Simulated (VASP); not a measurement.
# Sn3As (P6_3/mmc) in VASP: notebook, part 2 of 2

VASP 6.6.1. Earlier steps stand in the parts before.

## (3) Single point, PBE

This run uses another cell than the first one, of 25.67 Å³/atom, 1.015 times its volume.

Input file INCAR:

```
ALGO = Fast
EDIFF = 1E-6
ENCUT = 520
GGA = PE
ISIF = 2
ISMEAR = 0
LASPH = T
LCHARG = F
LREAL = F
LWAVE = F
NBANDS = 57
NELM = 80
PREC = Accurate
SIGMA = 0.1
```

Input file KPOINTS:

```
k-points
0
Gamma
  6 6 8
```

Input file POSCAR:

```
Sn3As
1.0
    6.6480376856      0.0000000000      0.0000000000
   -3.3240188428      5.7573695210      0.0000000000
    0.0000000000      0.0000000000      5.3647194571
Sn As
6 2
Direct
    0.3415742479      0.1707871240      0.7500000000
    0.8292128760      0.1707871240      0.7500000000
    0.8292128760      0.6584257521      0.7500000000
    0.6584257521      0.8292128760      0.2500000000
    0.1707871240      0.8292128760      0.2500000000
    0.1707871240      0.3415742479      0.2500000000
    0.6666666667      0.3333333333      0.2500000000
    0.3333333333      0.6666666667      0.7500000000
```

Potentials or basis: VASP PAW PBE potentials, release 64 (Sn_d, As).

Command:

```bash
$ cat potpaw_PBE.64/Sn_d/POTCAR potpaw_PBE.64/As/POTCAR > POTCAR
$ mpirun -np 1 vasp_std > vasp.out
```

OUTCAR:

```text
EDIFF = 1E-6
   ENCUT = 520
   GGA = PE
   ISIF = 2
   ISMEAR = 0
   LASPH = T
   LREAL = F
   NELM = 80
   PREC = Accurate

 ion  position               nearest neighbor table
   1  0.342  0.171  0.750-   3 3.24   2 3.24   7 3.27   7 3.27   8 3.32   8 3.32   6 3.33   6 3.33
                             5 3.33   5 3.33   3 3.41   2 3.41
   2  0.829  0.171  0.750-   3 3.24   1 3.24   7 3.27   7 3.27   8 3.32   8 3.32   4 3.33   4 3.33
                             6 3.33   6 3.33   3 3.41   1 3.41
   3  0.829  0.658  0.750-   1 3.24   2 3.24   7 3.27   7 3.27   8 3.32   8 3.32   4 3.33   4 3.33
                             5 3.33   5 3.33   2 3.41   1 3.41
   4  0.658  0.829  0.250-   6 3.24   5 3.24   8 3.27   8 3.27   7 3.32   7 3.32   3 3.33   3 3.33
                             2 3.33   2 3.33   6 3.41   5 3.41
   5  0.171  0.829  0.250-   6 3.24   4 3.24   8 3.27   8 3.27   7 3.32   7 3.32   1 3.33   1 3.33
                             3 3.33   3 3.33   6 3.41   4 3.41
   6  0.171  0.342  0.250-   4 3.24   5 3.24   8 3.27   8 3.27   7 3.32   7 3.32   1 3.33   1 3.33
                             2 3.33   2 3.33   5 3.41   4 3.41
   7  0.667  0.333  0.250-   2 3.27   2 3.27   3 3.27   3 3.27   1 3.27   1 3.27   4 3.32   5 3.32
                             5 3.32   4 3.32   6 3.32   6 3.32
   8  0.333  0.667  0.750-   5 3.27   5 3.27   6 3.27   6 3.27   4 3.27   4 3.27   1 3.32   2 3.32
                             2 3.32   1 3.32   3 3.32   3 3.32

  LATTYP: Found a hexagonal cell.
 ALAT       =     6.6480376856
 C/A-ratio  =     0.8069628529

  Lattice vectors:

 A1 = (   6.6480376856,   0.0000000000,   0.0000000000)
 A2 = (  -3.3240188428,   5.7573695210,   0.0000000000)
 A3 = (   0.0000000000,   0.0000000000,   5.3647194571)

Analysis of symmetry for initial positions (statically):
=====================================================================
 Subroutine PRICEL returns:
 Original cell was already a primitive cell.

 Routine SETGRP: Setting up the symmetry group for a
 hexagonal supercell.

 Subroutine GETGRP returns: Found 24 space group operations
 (whereof 12 operations were pure point group operations)
 out of a pool of 24 trial point group operations.

The static configuration has the point symmetry D_3d.
 The point group associated with its full space group is D_6h.

Analysis of symmetry for dynamics (positions and initial velocities):
=====================================================================
 Subroutine PRICEL returns:
 Original cell was already a primitive cell.

 Routine SETGRP: Setting up the symmetry group for a
 hexagonal supercell.

 Subroutine GETGRP returns: Found 24 space group operations
 (whereof 12 operations were pure point group operations)
 out of a pool of 24 trial point group operations.

The dynamic configuration has the point symmetry D_3d.
 The point group associated with its full space group is D_6h.

 Subroutine INISYM returns: Found 24 space group operations
 (whereof 12 operations are pure point group operations),
 and found     1 'primitive' translations

----------------------------------------------------------------------------------------

                                     Primitive cell

  volume of cell :     205.3358

  direct lattice vectors                    reciprocal lattice vectors
     6.648037686  0.000000000  0.000000000     0.150420327  0.086845216  0.000000000
    -3.324018843  5.757369521  0.000000000     0.000000000  0.173690432  0.000000000
     0.000000000  0.000000000  5.364719457     0.000000000  0.000000000  0.186403037

[... 80 lines left out ...]
   dimension x,y,z NGX =    50 NGY =   50 NGZ =   40
   dimension x,y,z NGXF=   100 NGYF=  100 NGZF=   80
   ions per type =               6   2
   NGX,Y,Z   is equivalent  to a cutoff of  12.50, 12.50, 12.40 a.u.
   NGXF,Y,Z  is equivalent  to a cutoff of  25.01, 25.01, 24.79 a.u.
 SYSTEM =  unknown system
   PREC   = accura    normal or accurate (medium, high low for compatibility)
   ISTART =      0    job   : 0-new  1-cont  2-samecut
   ICHARG =      2    charge: 1-file 2-atom 10-const
   ISPIN  =      1    spin polarized calculation?
   LNONCOLLINEAR =      F non collinear calculations
   LSORBIT =      F    spin-orbit coupling
   LASPH  =      T    aspherical Exc in radial PAW
   ENCUT  =  520.0 eV  38.22 Ry    6.18 a.u.  12.36 12.36  9.97*2*pi/ulx,y,z
   NELM   =     80;   NELMIN=  2; NELMDL= -5     # of ELM steps
   EDIFF  = 0.1E-05   stopping-criterion for ELM
   LREAL  =      F    real-space projection
   EDIFFG = 0.1E-04   stopping-criterion for IOM
   NSW    =      0    number of steps for IOM
   IBRION =     -1    ionic relax: 0-MD 1-quasi-New 2-CG
   NFREE  =      0    steps in history (QN), initial steepest desc. (CG)
   ISIF   =      2    stress and relaxation
   ISYM   =      2    0-nonsym 1-usesym 2-fastsym
   POTIM  = 0.5000    time-step for ionic-motion
   TEBEG  =    0.0;   TEEND  =   0.0 temperature during run
   PSTRESS=    0.0 pullay stress
   NELECT =      94.0000    total number of electrons
   NUPDOWN=      -1.0000    fix difference up-down
   EMIN   =  10.00;   EMAX   =-10.00  energy-range for DOS
   EFERMI =   0.00;   METHOD = LEGACY
   ISMEAR =     0;   SIGMA  =   0.10  broadening in eV -4-tet -1-fermi 0-gaus
   EFERMI_NEDOS =   21; number of points for ismear=-14 and -15
   IALGO  =     68    algorithm
   IMIX   =      4    mixing-type and parameters
     AMIX     =   0.40;   BMIX     =  1.00
     AMIX_MAG =   1.60;   BMIX_MAG =  1.00
  volume/ion in A,a.u.               =      25.67       173.21
  Fermi-wavevector in a.u.,A,eV,Ry     =   1.261719  2.384303 21.659583  1.591934
  Thomas-Fermi vector in A             =   2.395164
   LORBIT       =      0    0 simple, 1 ext, 2 COOP (PROOUT), +10 PAW based schemes
   GGA     = PE    functional components
   LHFCALC =     F    Hartree Fock is set to
   AEXX    =    0.0000 exact exchange contribution
   IVDW    =     0    specifies the selected vdW correction
   LEPSILON=     F    determine dielectric tensor
   LRPA    =     F    only Hartree local field effects (RPA)
 non-spin polarized calculation
 RMM-DIIS sequential band-by-band and
 Gauss-broadening in eV      SIGMA  =   0.10
  energy-cutoff  :      520.00
  volume of cell :      205.34
 maximum number of plane-waves:      5612
 NGX is ok and might be reduce to    50
   NGX = 25   NGY = 25   NGZ = 19

 number of electron      94.0000011 magnetization

 Free energy of the ion-electron system (eV)
  ---------------------------------------------------
  ext. energy  EPLUGINS =         0.00000000
  ---------------------------------------------------
  free energy    TOTEN  =       -31.34507286 eV

  energy without entropy =      -31.32865956  energy(sigma->0) =      -31.33686621

 E-fermi :   7.5604     XC(G=0): -10.3484

 val. band max:        7.5408048432   @ k =   0.3333   0.3333   0.2500
 cond. band min:       7.5766980579   @ k =   0.3333   0.3333   0.0000
 fundamental gap:      0.0358932147
 Fermi energy:         7.5603541591

 k-point     1 :       0.0000    0.0000    0.0000
  band No.  band energies     occupation
      1     -14.1318      2.00000
      2     -14.1233      2.00000
      3     -14.1233      2.00000
      4     -14.0911      2.00000
      5     -14.0766      2.00000
      6     -14.0742      2.00000
[... 1429 lines left out ...]
     56      11.1904      0.00000
     57      11.3125      0.00000

 [... further k-points ...]

------------------------ aborting loop because EDIFF is reached ----------------------------------------

  FORCE on cell =-STRESS in cart. coord.  units (eV):
  Direction    XX          YY          ZZ          XY          YZ          ZX
  --------------------------------------------------------------------------------------
  -------------------------------------------------------------------------------------
  Total       -0.0096709     -0.0096709     -0.0952430      0.0000000      0.0000000      0.0000000
  in kB       -0.0754593     -0.0754593     -0.7431542      0.0000000      0.0000000      0.0000000
  external PRESSURE =      -0.2980243 kB  Pullay stress =       0.0000000 kB

 VOLUME and BASIS-vectors are now :
 -----------------------------------------------------------------------------
  energy-cutoff  :      520.00
  volume of cell :      205.34
      direct lattice vectors                 reciprocal lattice vectors
     6.648037686  0.000000000  0.000000000     0.150420327  0.086845216  0.000000000
    -3.324018843  5.757369521  0.000000000     0.000000000  0.173690432  0.000000000
     0.000000000  0.000000000  5.364719457     0.000000000  0.000000000  0.186403037

 POSITION                                       TOTAL-FORCE (eV/Angst)
 -----------------------------------------------------------------------------------
      1.70310      0.98328      4.02354         0.003669      0.002118     -0.000000
      4.94494      0.98328      4.02354        -0.003669      0.002118      0.000000
      3.32402      3.79080      4.02354         0.000000     -0.004237      0.000000
      1.62092      4.77408      1.34118        -0.003669     -0.002118      0.000000
     -1.62092      4.77408      1.34118         0.003669     -0.002118      0.000000
      0.00000      1.96657      1.34118         0.000000      0.004237     -0.000000
      3.32402      1.91912      1.34118         0.000000     -0.000000     -0.000000
     -0.00000      3.83825      4.02354        -0.000000     -0.000000      0.000000
 -----------------------------------------------------------------------------------
    total drift:                               -0.000000      0.000000     -0.000000

  FREE ENERGIE OF THE ION-ELECTRON SYSTEM (eV)
  ---------------------------------------------------
  free  energy   TOTEN  =       -31.3450728569 eV

  energy  without entropy=      -31.3286595595  energy(sigma->0) =      -31.33686621
```

Run time: 8.4 min. Hardware: 1 thread of AMD EPYC 7R43 (Zen 3), shared host; peak memory 0.45 GiB.

Results:

- Free energy: -31.3451 eV
- Pressure: 0.0 GPa
- Largest force: 0.004 eV/Å
- Band gap on the k mesh: zero (band 47 reaches 9.69 eV, above the bottom of band 48 at 6.83 eV)

Forces on the atoms (eV/Å):
```
Sn   0.004  0.002  0.000
Sn  -0.004  0.002  0.000
Sn   0.000 -0.004  0.000
Sn  -0.004 -0.002  0.000
Sn   0.004 -0.002  0.000
Sn   0.000  0.004  0.000
As   0.000  0.000  0.000
As   0.000  0.000  0.000
```

Caveat: spin-orbit coupling is left out, which moves the levels of the heavy elements.
